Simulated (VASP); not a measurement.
In3GeO2:

```
CELL_PARAMETERS angstrom
2.79733 -4.69786 0.00000
2.79733 4.69786 0.00000
0.00000 0.00000 4.34053
ATOMIC_POSITIONS crystal
In 0.66109 0.33891 0.00000
In 0.33891 0.66109 0.00000
In 0.50000 0.50000 0.50000
Ge 0.00000 0.00000 0.00000
O 0.50000 0.00000 0.50000
O 0.00000 0.50000 0.50000
```

```yaml
Program: VASP 6.6.1
Task: relaxation of cell and atoms
Functional: PBE
Potentials_or_basis: VASP PAW PBE potentials, release 64 (In_d, Ge_d, O)
Cutoff: 600 eV
k_mesh: 4 × 4 × 4
Occupations: gaussian, width 0.1 eV
Spin: no spin polarisation
```

At the start: pressure 3.3 GPa; volume 19.01 Å³/atom.

Q: Where does the relaxation end?

A: Over 40 steps the energy falls by 902.9 meV/atom and the volume is 20.15 Å³/atom (+6.0 %); space group Cmmm (No. 65, to 0.05 Å).

The path:
| step | energy change (eV) | largest force (eV/Å) | pressure (GPa) | volume (Å³) |
| --- | --- | --- | --- | --- |
| 1 | 0.0000 | 3.6283 | 3.35 | 114.08 |
| 2 | -0.9655 | 1.8188 | -2.60 | 120.73 |
| 3 | -1.1473 | 0.7793 | -4.96 | 126.08 |
| 4 | -1.6142 | 0.2240 | -0.92 | 115.95 |
| 5 | -1.6702 | 0.1995 | 1.90 | 111.64 |
| 6 | -2.0846 | 0.1314 | 3.83 | 109.50 |
| 7 | -2.4920 | 0.0727 | 8.14 | 105.48 |
| 8 | -1.8361 | 1.3149 | 28.53 | 93.34 |
| 9 | -2.6193 | 0.0114 | 11.30 | 103.12 |
| 10 | -2.6080 | 0.4588 | 18.00 | 98.64 |
| 11 | -2.6673 | 0.5192 | 17.80 | 98.81 |
| 12 | -2.8017 | 0.7241 | 17.34 | 99.24 |
| 13 | -2.7904 | 1.1886 | 17.36 | 99.76 |
| 14 | -2.8470 | 1.0004 | 17.22 | 99.59 |
| 15 | -3.0011 | 0.8685 | 15.77 | 100.44 |
| 16 | -3.4030 | 0.5174 | 12.08 | 103.02 |
| 17 | -3.9721 | 0.0256 | 6.00 | 108.26 |
| 18 | -4.4246 | 0.5957 | -2.13 | 119.07 |
| 19 | -4.4340 | 0.6492 | -3.05 | 120.85 |
| 20 | -4.5120 | 0.6716 | -2.52 | 120.04 |
| 21 | -4.6775 | 0.7433 | -0.65 | 117.57 |
| 22 | -4.5966 | 0.8639 | 5.16 | 112.37 |
| 23 | -4.7210 | 0.7866 | 1.05 | 115.76 |
| 24 | -4.7213 | 0.7911 | 1.34 | 115.55 |
| 25 | -4.7522 | 0.7662 | 0.95 | 116.23 |
| 26 | -4.8301 | 0.7556 | -0.01 | 118.28 |
| 27 | -4.9529 | 0.7639 | -1.35 | 122.40 |
| 28 | -5.0820 | 0.4835 | -4.86 | 130.65 |
| 29 | -5.1016 | 0.4505 | -4.87 | 130.62 |
| 30 | -5.1546 | 0.3413 | -4.90 | 130.49 |
| 31 | -5.2262 | 0.0330 | -5.04 | 130.19 |
| 32 | -5.1248 | 1.0988 | -5.66 | 129.35 |
| 33 | -5.2354 | 0.1677 | -5.14 | 130.06 |
| 34 | -5.3083 | 0.1146 | -4.12 | 127.78 |
| 35 | -5.4097 | 0.0257 | -1.07 | 122.33 |
| 36 | -5.4163 | 0.0820 | 0.21 | 120.44 |
| 37 | -5.4164 | 0.0771 | 0.09 | 120.62 |
| 38 | -5.4163 | 0.0714 | -0.04 | 120.81 |
| 39 | -5.4167 | 0.0632 | -0.06 | 120.82 |
| 40 | -5.4174 | 0.0392 | -0.07 | 120.88 |

Final structure:
```yaml
crystal:
  lattice:
    - [2.93828, -6.48740, 0.00000]
    - [2.93828, 6.48740, 0.00000]
    - [0.00000, 0.00000, 3.17064]
  atoms:
    - { symbol: In, position: [0.79895, 0.20105, 0.00000] }
    - { symbol: In, position: [0.20105, 0.79895, 0.00000] }
    - { symbol: In, position: [0.50000, 0.50000, 0.50000] }
    - { symbol: Ge, position: [0.00000, 0.00000, 0.00000] }
    - { symbol: O, position: [0.50000, 0.00000, 0.50000] }
    - { symbol: O, position: [0.00000, 0.50000, 0.50000] }
```

Caveat: the k points lie up to 0.50 Å⁻¹ apart in the final cell; an odd number of electrons without spin polarisation forces a metal; a magnetic or distorted state may lie lower.
